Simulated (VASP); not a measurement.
A run of VASP 6.6.1 is set up as follows.

The input INCAR:

```
SYSTEM = AlN
  ALGO = Normal
  EDIFF = 1E-6
  ENCUT = 600
  GGA = PS
  GGA_COMPAT = .FALSE.
  ISIF = 2
  ISMEAR = 0
  LASPH = .TRUE.
  LCHARG = .FALSE.
  LREAL = .FALSE.
  LWAVE = .FALSE.
  NBANDS = 11
  NELM = 120
  PREC = Accurate
  SIGMA = 0.05
```

The input KPOINTS:

```
k-points
0
G
  6 6 6
  0 0 0
```

The input POSCAR:

```
AlN
1.0
    2.6643555061      0.0000000000      0.0000000000
    0.0000000000      2.6643555061      0.0000000000
    0.0000000000      0.0000000000      2.6643555061
Al N
1 1
Direct
    0.0000000000      0.0000000000      0.0000000000
    0.5000000000      0.5000000000      0.5000000000
```

Potentials or basis: VASP PAW PBE potentials, release 64 (Al, N).

Run with:

```console
$ cat potpaw_PBE.64/Al/POTCAR potpaw_PBE.64/N/POTCAR > POTCAR
$ mpirun -np 1 vasp_std > vasp.out
```

(1) Estimate the band gap on the k mesh.

(2) Estimate the pressure.

## Answers

(1) zero (band 4 reaches 10.12 eV, above the bottom of band 5 at 8.90 eV).

(2) -14.4 GPa.

Caveat: the k points lie up to 0.39 Å⁻¹ apart; the PAW data sets were made with another functional, which shifts forces and pressure a little.
